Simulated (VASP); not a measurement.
# TaTe (Pm-3m) in VASP: relaxation of cell and atoms with PBEsol-based screened hybrid with 25 % exact exchange

Aim: the relaxation of cell and atoms of TaTe with PBEsol-based screened hybrid with 25 % exact exchange.

Program: VASP 6.6.1. These are calculated values, not measurements. Logs are shortened: lines on timing, memory, paths and dates and some standing lists are left out, and cuts for length are marked.

### Step 1. The cell of the first run

It takes space group Pm-3m (No. 221, cubic). The conventional cell has a = 3.420 Å, b = 3.420 Å, c = 3.420 Å, α = 90.00°, β = 90.00°, γ = 90.00°. Ta (site symmetry m-3m) has 8 Te at 2.96 Å and 6 Ta at 3.42 Å within 3.9 Å. Te (site symmetry m-3m) has 8 Ta at 2.96 Å and 6 Te at 3.42 Å within 3.9 Å.

### Step 2. Relaxation of cell and atoms, PBEsol-based screened hybrid with 25 % exact exchange

Input file POSCAR:

```
TaTe
1.0
    3.4200900000      0.0000000000      0.0000000000
    0.0000000000      3.4200900000      0.0000000000
    0.0000000000      0.0000000000      3.4200900000
Ta Te
1 1
Direct
    0.5000000000      0.5000000000      0.5000000000
    0.0000000000      0.0000000000      0.0000000000
```

Input file INCAR.step1:

```
SYSTEM = TaTe
PREC = Accurate
ENCUT = 600
EDIFF = 1E-5
ISMEAR = -1
SIGMA = 0.05
LREAL = .FALSE.
LASPH = .TRUE.
NELM = 80
ALGO = Normal
LWAVE = .TRUE.
LCHARG = .FALSE.
GGA = PE
NBANDS = 16
```

Input file INCAR.step2:

```
SYSTEM = TaTe
PREC = Accurate
ENCUT = 600
EDIFF = 1E-6
ISMEAR = -1
SIGMA = 0.05
LREAL = .FALSE.
LASPH = .TRUE.
NELM = 80
ALGO = Normal
ISIF = 3
LWAVE = .FALSE.
LCHARG = .FALSE.
GGA = PS
LHFCALC = .TRUE.
AEXX = 0.25
HFSCREEN = 0.207
PRECFOCK = Normal
IBRION = 2
NSW = 60
EDIFFG = -0.01
ISTART = 1
```

Input file KPOINTS:

```
regular mesh
0
G
  4 4 4
  0 0 0
```

Potentials or basis: VASP PAW PBE potentials, release 64 (Ta_pv, Te).

Command:

```
> cat potpaw_PBE.64/Ta_pv/POTCAR potpaw_PBE.64/Te/POTCAR > POTCAR
> cp INCAR.step1 INCAR
> mpirun -np 1 vasp_std > vasp.out
> cp INCAR.step2 INCAR
> mpirun -np 1 vasp_std > vasp.out
```

OUTCAR:

```text
SYSTEM = TaTe
   PREC = Accurate
   ENCUT = 600
   EDIFF = 1E-6
   ISMEAR = -1
   LREAL = .FALSE.
   LASPH = .TRUE.
   NELM = 80
   ISIF = 3
   GGA = PS
   LHFCALC = .TRUE.
   AEXX = 0.25
   HFSCREEN = 0.207
   PRECFOCK = Normal
   IBRION = 2
   NSW = 60
   EDIFFG = -0.01
   ISTART = 1

 ion  position               nearest neighbor table
   1  0.500  0.500  0.500-   2 2.96   2 2.96   2 2.96   2 2.96   2 2.96   2 2.96   2 2.96   2 2.96

   2  0.000  0.000  0.000-   1 2.96   1 2.96   1 2.96   1 2.96   1 2.96   1 2.96   1 2.96   1 2.96

  LATTYP: Found a simple cubic cell.
 ALAT       =     3.4200900000

  Lattice vectors:

 A1 = (   3.4200900000,   0.0000000000,   0.0000000000)
 A2 = (   0.0000000000,   3.4200900000,   0.0000000000)
 A3 = (   0.0000000000,   0.0000000000,   3.4200900000)

Analysis of symmetry for initial positions (statically):
=====================================================================
 Subroutine PRICEL returns:
 Original cell was already a primitive cell.

 Routine SETGRP: Setting up the symmetry group for a
 simple cubic supercell.

 Subroutine GETGRP returns: Found 48 space group operations
 (whereof 48 operations were pure point group operations)
 out of a pool of 48 trial point group operations.

The static configuration has the point symmetry O_h .

Analysis of symmetry for dynamics (positions and initial velocities):
=====================================================================
 Subroutine PRICEL returns:
 Original cell was already a primitive cell.

 Routine SETGRP: Setting up the symmetry group for a
 simple cubic supercell.

 Subroutine GETGRP returns: Found 48 space group operations
 (whereof 48 operations were pure point group operations)
 out of a pool of 48 trial point group operations.

The dynamic configuration has the point symmetry O_h .

 Subroutine INISYM returns: Found 48 space group operations
 (whereof 48 operations are pure point group operations),
 and found     1 'primitive' translations

----------------------------------------------------------------------------------------

                                     Primitive cell

  volume of cell :      40.0048

  direct lattice vectors                    reciprocal lattice vectors
     3.420090000  0.000000000  0.000000000     0.292389966  0.000000000  0.000000000
     0.000000000  3.420090000  0.000000000     0.000000000  0.292389966  0.000000000
     0.000000000  0.000000000  3.420090000     0.000000000  0.000000000  0.292389966

[... 67 lines left out ...]
   NELM   =     80;   NELMIN=  2; NELMDL=  0     # of ELM steps
   EDIFF  = 0.1E-05   stopping-criterion for ELM
   LREAL  =      F    real-space projection
   EDIFFG = -.1E-01   stopping-criterion for IOM
   NSW    =     60    number of steps for IOM
   IBRION =      2    ionic relax: 0-MD 1-quasi-New 2-CG
   NFREE  =      1    steps in history (QN), initial steepest desc. (CG)
   ISIF   =      3    stress and relaxation
   ISYM   =      3    0-nonsym 1-usesym 2-fastsym
   POTIM  = 0.5000    time-step for ionic-motion
   TEBEG  =    0.0;   TEEND  =   0.0 temperature during run
   PSTRESS=    0.0 pullay stress
   NELECT =      17.0000    total number of electrons
   NUPDOWN=      -1.0000    fix difference up-down
   EMIN   =  10.00;   EMAX   =-10.00  energy-range for DOS
   EFERMI =   0.00;   METHOD = LEGACY
   ISMEAR =    -1;   SIGMA  =   0.05  broadening in eV -4-tet -1-fermi 0-gaus
   EFERMI_NEDOS =   21; number of points for ismear=-14 and -15
   IALGO  =     38    algorithm
   IMIX   =      1    mixing-type and parameters
     AMIX     =   0.40;   BMIX     =  1.00
     AMIX_MAG =   1.60;   BMIX_MAG =  1.00
  volume/ion in A,a.u.               =      20.00       134.98
  Fermi-wavevector in a.u.,A,eV,Ry     =   1.230798  2.325872 20.610987  1.514865
  Thomas-Fermi vector in A             =   2.365633
   LORBIT       =      0    0 simple, 1 ext, 2 COOP (PROOUT), +10 PAW based schemes
   GGA     = PS    functional components
   LHFCALC =     T    Hartree Fock is set to
   PRECFOCK=normal    Normal, Fast or Accurate (Low or Medium for compatibility)
   ENCUT4O =  -1.0   cutoff for four orbital integrals eV
   NKREDX  =     1    reduce k-point grid by
   NKREDY  =     1    reduce k-point grid by
   NKREDZ  =     1    reduce k-point grid by
   AEXX    =    0.2500 exact exchange contribution
   HFSCREEN=    0.2070 screening length (either q_TF or 0.3 A-1)
   HFSCREENC=   0.2070 screening length for correlation (either q_TF or 0.3 A-1)
   ENCUTFOCK=  -1.0 apply spherical cutoff to Coloumb kernel
   IVDW    =     0    specifies the selected vdW correction
   LEPSILON=     F    determine dielectric tensor
   LRPA    =     F    only Hartree local field effects (RPA)
 conjugate gradient relaxation of ions
 non-spin polarized calculation
  energy-cutoff  :      600.00
  volume of cell :       40.00
 maximum number of plane-waves:      1357
 NGX is ok and might be reduce to    28
  NGX = 24; NGY = 24; NGZ = 24

--------------------------------------- Ionic step        1  -------------------------------------------

 number of electron      17.0000005 magnetization

 Free energy of the ion-electron system (eV)
  ---------------------------------------------------
  ext. energy  EPLUGINS =         0.00000000
  ---------------------------------------------------
  free energy    TOTEN  =       -18.16297109 eV

  energy without entropy =      -18.15229484  energy(sigma->0) =      -18.15763297

 E-fermi :   9.9855     XC(G=0):  -9.8151

 val. band max:        9.9633296521   @ k =   0.5000   0.5000   0.0000
 cond. band min:      10.1167679586   @ k =   0.5000   0.5000   0.2500
 fundamental gap:      0.1534383065
 Fermi energy:         9.9855064997

 k-point     1 :       0.0000    0.0000    0.0000
  band No.  band energies     occupation
      1     -28.0237      2.00000
      2     -28.0237      2.00000
      3     -28.0237      2.00000
      4      -6.9535      2.00000
      5       6.1373      2.00000
      6       6.1373      2.00000
      7       7.7282      2.00000
      8       7.7282      2.00000
      9       7.7282      2.00000
     10      11.3526      0.00000
     11      11.3526      0.00000
     12      11.3526      0.00000
[... 312 lines left out ...]
--------------------------------------- Ionic step        6  -------------------------------------------

 number of electron      16.9999997 magnetization

 Free energy of the ion-electron system (eV)
  ---------------------------------------------------
  ext. energy  EPLUGINS =         0.00000000
  ---------------------------------------------------
  free energy    TOTEN  =       -18.22505769 eV

  energy without entropy =      -18.21038631  energy(sigma->0) =      -18.21772200

 E-fermi :  10.7969     XC(G=0): -10.0291

 val. band max:       10.0929830869   @ k =   0.2500   0.0000   0.0000
 cond. band min:      10.8742987560   @ k =   0.5000   0.5000   0.2500
 fundamental gap:      0.7813156691
 Fermi energy:        10.7968839793

 k-point     1 :       0.0000    0.0000    0.0000
  band No.  band energies     occupation
      1     -27.0972      2.00000
      2     -27.0972      2.00000
      3     -27.0972      2.00000
      4      -6.7160      2.00000
      5       6.6178      2.00000
      6       6.6178      2.00000
      7       8.4823      2.00000
      8       8.4823      2.00000
      9       8.4823      2.00000
     10      12.2234      0.00000
     11      12.2234      0.00000
     12      12.2234      0.00000
[... 162 lines left out ...]
  FREE ENERGIE OF THE ION-ELECTRON SYSTEM (eV)
  ---------------------------------------------------
  free  energy   TOTEN  =       -18.2250576925 eV

  energy  without entropy=      -18.2103863057  energy(sigma->0) =      -18.21772200

 reached required accuracy - stopping structural energy minimisation
```

Run time: 45 min. Hardware: 1 thread of Intel Xeon Platinum 8488C (Sapphire Rapids), shared host; peak memory 0.29 GiB.

What came out:

```
Free energy                           : -18.2251 eV
Relaxed volume                        : 18.90 Å³/atom
Relaxed cell                          : a = 3.356 Å, b = 3.356 Å, c = 3.356 Å, α = 90.00°, β = 90.00°, γ = 90.00°
Space group after relaxing (to 0.1 Å) : Pm-3m (No. 221)
Energy gained by relaxing             : 31.0 meV/atom
Ionic steps                           : 6
Pressure after relaxing               : -0.1 GPa
Band gap on the k mesh                : zero (an odd number of electrons rules out a gap without spin polarisation)
```

Step by step:
```tsv
step	energy change (eV)	largest force (eV/Å)	pressure (GPa)	volume (Å³)
1	0.0000	0.0000	-8.43	40.00
2	0.1586	0.0000	21.79	34.21
3	-0.0620	0.0000	-0.35	37.86
4	-0.0621	0.0000	-0.10	37.79
5	-0.0621	0.0000	0.09	37.75
6	-0.0621	0.0000	-0.06	37.80
```

Final structure:
```xyz
2
Lattice="3.3559 0.0000 0.0000 0.0000 3.3559 0.0000 0.0000 0.0000 3.3559" Properties=species:S:1:pos:R:3 pbc="T T T"
Ta    1.6780    1.6780    1.6780
Te    3.3559    3.3559    0.0000
```

Levels at points of the mesh, in eV from the Fermi level:
| k point | band 4 | band 5 | band 6 | band 7 | band 8 | band 9 | band 10 | band 11 | band 12 |
| --- | --- | --- | --- | --- | --- | --- | --- | --- | --- |
| (0.00, 0.00, 0.00) | -17.51 | -4.18 | -4.18 | -2.31 | -2.31 | -2.31 | 1.43 | 1.43 | 1.43 |
| (0.50, 0.00, 0.00) | -15.08 | -10.73 | -4.10 | -4.10 | -3.24 | 1.70 | 2.83 | 4.23 | 5.29 |
| (0.50, 0.50, 0.00) | -14.41 | -7.52 | -7.52 | -4.71 | -0.73 | -0.73 | 0.10 | 1.63 | 3.32 |
| (0.50, 0.50, 0.50) | -12.06 | -8.51 | -8.51 | -8.51 | 1.10 | 1.10 | 1.10 | 3.45 | 3.45 |

Caveat: the k points lie up to 0.47 Å⁻¹ apart in the final cell, too coarse for converged energies and pressures of a metal; the PAW data sets were made with another functional, which shifts forces and pressure a little; spin-orbit coupling is left out, which moves the levels of the heavy elements; an odd number of electrons without spin polarisation forces a metal; a magnetic or distorted state may lie lower.

The gap in the log of VASP goes by the Fermi energy; the results here count the filled bands.